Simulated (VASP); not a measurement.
Wanted: the native input for a VASP 6.6.1 run.

```yaml
Task: single point
Functional: PBE
Potentials_or_basis: VASP PAW PBE potentials, release 64 (Ga_d, Ge_d, Se)
Cutoff: 520 eV
k_mesh: 4 × 4 × 4
Occupations: gaussian, width 0.15 eV
Spin: no spin polarisation
Dipole_correction: no
Further_INCAR_settings: ALGO = Normal; EDIFF = 1e-06; NBANDS = 34
```

The structure of Ga2GeSe2 lies in POSCAR:

```
Ga2GeSe2
1.0
    2.0159632428      1.1639169209      8.0274018004
   -2.0159632428      1.1639169209      8.0274018004
    0.0000000000     -2.3278338418      8.0274018004
Ga Ge Se
2 1 2
Direct
    0.2036939262      0.2036939262      0.2036939262
    0.7963060738      0.7963060738      0.7963060738
    0.0000000000      0.0000000000      0.0000000000
    0.5995580602      0.5995580602      0.5995580602
    0.4004419398      0.4004419398      0.4004419398
```

The cell was generated, and may not be a known phase.

These files were run (other wordings do the same):

INCAR

```
ALGO = Normal ; EDIFF = 1E-6
ENCUT = 520 ; GGA = PE
ISIF = 2 ; ISMEAR = 0
LASPH = True ; LCHARG = True
LELF = True ; LREAL = False
LVHAR = True ; LWAVE = False
NBANDS = 34 ; NELM = 80
PREC = Accurate ; SIGMA = 0.15
```

KPOINTS

```
k-points
0
Gamma
  4 4 4
```

Potentials or basis: VASP PAW PBE potentials, release 64 (Ga_d, Ge_d, Se).

Run with:

```bash
$ cat potpaw_PBE.64/Ga_d/POTCAR potpaw_PBE.64/Ge_d/POTCAR potpaw_PBE.64/Se/POTCAR > POTCAR
$ mpirun -np 1 vasp_std > vasp.out
```

Results of the run:

The pressure is -0.2 GPa and the largest force is 0.030 eV/Å. The band gap on the k mesh is zero (bands 26 and 27 overlap by 0.43 eV).

Caveat: the k points lie up to 0.45 Å⁻¹ apart.

It took 110 s on 1 thread of Intel(R) Xeon(R) 6975P-C (Granite Rapids), on a shared host, peak memory 0.55 GiB.
